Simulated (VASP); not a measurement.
**CO: single point with PBE**

The system is CO.

```
CELL_PARAMETERS angstrom
5.76378 0.00000 0.00000
0.00000 5.76378 0.00000
0.00000 0.00000 5.76378
ATOMIC_POSITIONS crystal
C 0.96395 0.96395 0.96395
C 0.53605 0.03605 0.46395
C 0.46395 0.53605 0.03605
C 0.03605 0.46395 0.53605
O 0.07761 0.07761 0.07761
O 0.42239 0.92239 0.57761
O 0.57761 0.42239 0.92239
O 0.92239 0.57761 0.42239
```

| Property | Result |
| --- | --- |
| Program | VASP 6.6.1 |
| Task | single point |
| Functional | PBE |
| Potentials or basis | VASP PAW PBE potentials, release 64 (C, O) |
| Cutoff | 600 eV |
| k mesh | 4 × 4 × 4 |
| Occupations | gaussian, width 0.1 eV |
| Spin | no spin polarisation |
| Dipole correction | no |
| Further INCAR settings | ALGO = Normal; EDIFF = 1e-06; NBANDS = 30 |

| Property | Result |
| --- | --- |
| Pressure | 1.3 GPa |
| Largest force | 0.921 eV/Å |
| Band gap on the k mesh | 6.11 eV |

Forces in eV/Å, atoms in the order of the input:
```
C   -0.532 -0.532 -0.532
C    0.532  0.532 -0.532
C   -0.532  0.532  0.532
C    0.532 -0.532  0.532
O    0.532  0.532  0.532
O   -0.532 -0.532  0.532
O    0.532 -0.532 -0.532
O   -0.532  0.532 -0.532
```

Levels at points of the mesh, in eV from the valence-band top:
| k point | band 18 | band 19 | band 20 | band 21 | band 22 | band 23 |
| --- | --- | --- | --- | --- | --- | --- |
| (0.00, 0.00, 0.00) | -0.03 | -0.03 | -0.03 | 6.30 | 6.30 | 6.30 |
| (0.50, 0.00, 0.00) | -0.50 | 0.00 | 0.00 | 6.14 | 6.14 | 6.77 |
| (0.50, 0.50, 0.00) | -0.31 | -0.18 | -0.18 | 6.32 | 6.32 | 6.59 |
| (0.50, 0.50, 0.50) | -0.26 | -0.26 | -0.26 | 6.61 | 6.61 | 6.61 |

Run time: 49 s on 1 thread of Intel(R) Xeon(R) 6975P-C (Granite Rapids), on a shared host, peak memory 0.31 GiB.

Caveat: this functional lacks dispersion, which holds the molecules together, so the pressure and a relaxed volume are unreliable. PBE gaps usually lie below the measured ones, often by a third to a half.
